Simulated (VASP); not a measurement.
# Rh in VASP: single point with PBEsol

Aim: the single point of Rh with PBEsol.

All numbers are computed with VASP 6.6.1; they aren't measurements. Logs are shortened: lines on timing, memory, paths and dates and some standing lists are left out, and cuts for length are marked.

## Step 1: The cell of the first run

The typed cell holds 1 atom: a = 2.598 Å, b = 2.598 Å, c = 3.000 Å, α = 54.73°, β = 54.73°, γ = 70.53°.

## Step 2: Single point, PBEsol

INCAR reads:

```
ALGO = Fast
EDIFF = 1E-6
ENCUT = 520
GGA = PS
ISIF = 2
ISMEAR = 0
LASPH = T
LCHARG = F
LREAL = F
LWAVE = F
NBANDS = 14
NELM = 60
PREC = Accurate
SIGMA = 0.15
```

KPOINTS reads:

```
k-points
0
Gamma
  30 30 30
```

POSCAR reads:

```
Rh
1.0
    0.0000000000      2.1215562313      1.4999402555
    2.1215562313      0.0000000000      1.4999402555
    2.1215562313      2.1215562313      0.0000000000
Rh
1
Direct
    0.0000000000      0.0000000000      0.0000000000
```

Potentials or basis: VASP PAW PBE potentials, release 64 (Rh_pv).

Run with:

```
> cat potpaw_PBE.64/Rh_pv/POTCAR > POTCAR
> mpirun -np 1 vasp_std > vasp.out
```

OUTCAR:

```text
EDIFF = 1E-6
   ENCUT = 520
   GGA = PS
   ISIF = 2
   ISMEAR = 0
   LASPH = T
   LREAL = F
   NELM = 60
   PREC = Accurate

 ion  position               nearest neighbor table
   1  0.000  0.000  0.000-

  LATTYP: Found a body centered tetragonal cell.
 ALAT       =     3.0003335956
 C/A-ratio  =     0.9998489886

  Lattice vectors:

 A1 = (   0.0000000000,  -2.1215562313,  -1.4999402555)
 A2 = (   0.0000000000,   2.1215562313,  -1.4999402555)
 A3 = (   2.1215562313,   0.0000000000,   1.4999402555)

Analysis of symmetry for initial positions (statically):
=====================================================================
 Subroutine PRICEL returns:
 Original cell was already a primitive cell.

 Routine SETGRP: Setting up the symmetry group for a
 body centered tetragonal supercell.

 Subroutine GETGRP returns: Found 16 space group operations
 (whereof 16 operations were pure point group operations)
 out of a pool of 16 trial point group operations.

The static configuration has the point symmetry D_4h.

Analysis of symmetry for dynamics (positions and initial velocities):
=====================================================================
 Subroutine PRICEL returns:
 Original cell was already a primitive cell.

 Routine SETGRP: Setting up the symmetry group for a
 body centered tetragonal supercell.

 Subroutine GETGRP returns: Found 16 space group operations
 (whereof 16 operations were pure point group operations)
 out of a pool of 16 trial point group operations.

The dynamic configuration has the point symmetry D_4h.

 Subroutine INISYM returns: Found 16 space group operations
 (whereof 16 operations are pure point group operations),
 and found     1 'primitive' translations

----------------------------------------------------------------------------------------

                                     Primitive cell

  volume of cell :      13.5025

  direct lattice vectors                    reciprocal lattice vectors
     0.000000000  2.121556231  1.499940256    -0.235676054  0.235676054  0.333346610
     2.121556231  0.000000000  1.499940256     0.235676054 -0.235676054  0.333346610
     2.121556231  2.121556231  0.000000000     0.235676054  0.235676054 -0.333346610

  length of vectors
     2.598234326  2.598234326  3.000333596     0.471387704  0.471387704  0.471387704

  position of ions in fractional coordinates (direct lattice)
     0.000000000  0.000000000  0.000000000

  ion indices of the primitive-cell ions
   primitive index   ion index
                 1           1
[... 76 lines left out ...]
   IBRION =     -1    ionic relax: 0-MD 1-quasi-New 2-CG
   NFREE  =      0    steps in history (QN), initial steepest desc. (CG)
   ISIF   =      2    stress and relaxation
   ISYM   =      2    0-nonsym 1-usesym 2-fastsym
   POTIM  = 0.5000    time-step for ionic-motion
   TEBEG  =    0.0;   TEEND  =   0.0 temperature during run
   PSTRESS=    0.0 pullay stress
   NELECT =      15.0000    total number of electrons
   NUPDOWN=      -1.0000    fix difference up-down
   EMIN   =  10.00;   EMAX   =-10.00  energy-range for DOS
   EFERMI =   0.00;   METHOD = LEGACY
   ISMEAR =     0;   SIGMA  =   0.15  broadening in eV -4-tet -1-fermi 0-gaus
   EFERMI_NEDOS =   21; number of points for ismear=-14 and -15
   IALGO  =     68    algorithm
   IMIX   =      4    mixing-type and parameters
     AMIX     =   0.40;   BMIX     =  1.00
     AMIX_MAG =   1.60;   BMIX_MAG =  1.00
  volume/ion in A,a.u.               =      13.50        91.12
  Fermi-wavevector in a.u.,A,eV,Ry     =   1.695512  3.204053 39.113503  2.874761
  Thomas-Fermi vector in A             =   2.776543
   LORBIT       =      0    0 simple, 1 ext, 2 COOP (PROOUT), +10 PAW based schemes
   GGA     = PS    functional components
   LHFCALC =     F    Hartree Fock is set to
   AEXX    =    0.0000 exact exchange contribution
   IVDW    =     0    specifies the selected vdW correction
   LEPSILON=     F    determine dielectric tensor
   LRPA    =     F    only Hartree local field effects (RPA)
 non-spin polarized calculation
 RMM-DIIS sequential band-by-band and
 Gauss-broadening in eV      SIGMA  =   0.15
  energy-cutoff  :      520.00
  volume of cell :       13.50
 maximum number of plane-waves:       375
   NGX =  9   NGY =  9   NGZ = 11

 number of electron      15.0000001 magnetization

 Free energy of the ion-electron system (eV)
  ---------------------------------------------------
  ext. energy  EPLUGINS =         0.00000000
  ---------------------------------------------------
  free energy    TOTEN  =        -7.75241879 eV

  energy without entropy =       -7.72480516  energy(sigma->0) =       -7.73861197

 E-fermi :  11.9118     XC(G=0): -14.3171

 val. band max:       11.9082932452   @ k =  -0.3000   0.0667   0.2667
 cond. band min:      11.9124307377   @ k =   0.4667   0.3667   0.0000
 fundamental gap:      0.0041374926
 Fermi energy:        11.9117759622

 k-point     1 :       0.0000    0.0000    0.0000
  band No.  band energies     occupation
      1     -34.1121      2.00000
      2     -34.1118      2.00000
      3     -34.1118      2.00000
      4       3.9062      2.00000
      5       8.8342      2.00000
      6       8.8354      2.00000
      7       8.8354      2.00000
      8      11.4317      1.99999
      9      11.4338      1.99999
     10      30.3695      0.00000
     11      30.3695      0.00000
     12      30.3728      0.00000
     13      32.7222      0.00000
     14      40.8755      0.00000
[... 377 lines left out ...]
      1     -34.5613      2.00000
      2     -34.2642      2.00000
      3     -34.1195      2.00000
      4       5.9916      2.00000
      5       7.9275      2.00000
      6       9.1785      2.00000
      7      10.9090      2.00000
      8      11.0878      2.00000
      9      11.6793      1.97164
     10      28.0472      0.00000
     11      29.1687      0.00000
     12      32.7223      0.00000
     13      34.0940      0.00000
     14      36.3656      0.00000

 [... further k-points ...]
[... 5 lines left out ...]
  --------------------------------------------------------------------------------------
  -------------------------------------------------------------------------------------
  Total        0.7119966      0.7119966      0.7073541      0.0000000      0.0000000     -0.0000000
  in kB       84.4841860     84.4841860     83.9333225      0.0000000      0.0000000     -0.0000000
  external PRESSURE =      84.3005648 kB  Pullay stress =       0.0000000 kB

 VOLUME and BASIS-vectors are now :
 -----------------------------------------------------------------------------
  energy-cutoff  :      520.00
  volume of cell :       13.50
      direct lattice vectors                 reciprocal lattice vectors
     0.000000000  2.121556231  1.499940256    -0.235676054  0.235676054  0.333346610
     2.121556231  0.000000000  1.499940256     0.235676054 -0.235676054  0.333346610
     2.121556231  2.121556231  0.000000000     0.235676054  0.235676054 -0.333346610

 POSITION                                       TOTAL-FORCE (eV/Angst)
 -----------------------------------------------------------------------------------
      0.00000      0.00000      0.00000         0.000000      0.000000      0.000000
 -----------------------------------------------------------------------------------
    total drift:                                0.000000     -0.000000     -0.000000

  FREE ENERGIE OF THE ION-ELECTRON SYSTEM (eV)
  ---------------------------------------------------
  free  energy   TOTEN  =        -7.7524187881 eV

  energy  without entropy=       -7.7248051618  energy(sigma->0) =       -7.73861197
```

OSZICAR:

```text
N       E                     dE             d eps       ncg     rms          rms(c)
DAV:   1     0.118818706671E+03    0.11882E+03   -0.87425E+03 56016   0.115E+03
DAV:   2    -0.672324115162E+01   -0.12554E+03   -0.12013E+03 61284   0.341E+02
DAV:   3    -0.826683860560E+01   -0.15436E+01   -0.15395E+01 67926   0.415E+01
DAV:   4    -0.827242043510E+01   -0.55818E-02   -0.55815E-02 63912   0.255E+00
DAV:   5    -0.827246861246E+01   -0.48177E-04   -0.48176E-04 66464   0.209E-01    0.120E+01
RMM:   6    -0.777643318355E+01    0.49604E+00   -0.76574E-01 59429   0.858E+00    0.447E+00
RMM:   7    -0.775648110482E+01    0.19952E-01   -0.32619E-02 62180   0.192E+00    0.193E+00
RMM:   8    -0.775261229378E+01    0.38688E-02   -0.65428E-03 66234   0.930E-01    0.191E-01
RMM:   9    -0.775240837894E+01    0.20391E-03   -0.62951E-04 68042   0.283E-01    0.127E-02
RMM:  10    -0.775241968629E+01   -0.11307E-04   -0.73559E-05 69442   0.112E-01    0.806E-03
RMM:  11    -0.775241878807E+01    0.89822E-06   -0.82236E-06 66180   0.369E-02
   1 F= -.77524188E+01 E0= -.77386120E+01  d E =-.276136E-01
```

Wall time 2.6 min (1 thread of Intel Xeon Platinum 8559C (Emerald Rapids), shared host); peak memory 0.42 GiB.

Results:

- Free energy: -7.7524 eV
- Pressure: 8.4 GPa

Levels at points of the mesh, in eV from the Fermi level:
```
           k point  band 3  band 4  band 5  band 6  band 7  band 8  band 9  band 10  band 11  band 12
(0.00, 0.00, 0.00)  -46.02   -8.01   -3.08   -3.08   -3.08   -0.48   -0.48    18.46    18.46    18.46
(0.50, 0.00, 0.00)  -46.02   -6.16   -4.68   -0.54   -0.10    1.24    1.72     9.71    14.61    18.81
(0.50, 0.50, 0.00)  -46.60   -6.18   -6.18    1.17    1.17    1.17    9.57     9.57     9.57    19.72
(0.50, 0.00, 0.50)  -46.02   -6.16   -4.68   -0.54   -0.10    1.24    1.72     9.71    14.61    18.81
```

Caveat: the PAW data sets were made with another functional, which shifts forces and pressure a little.
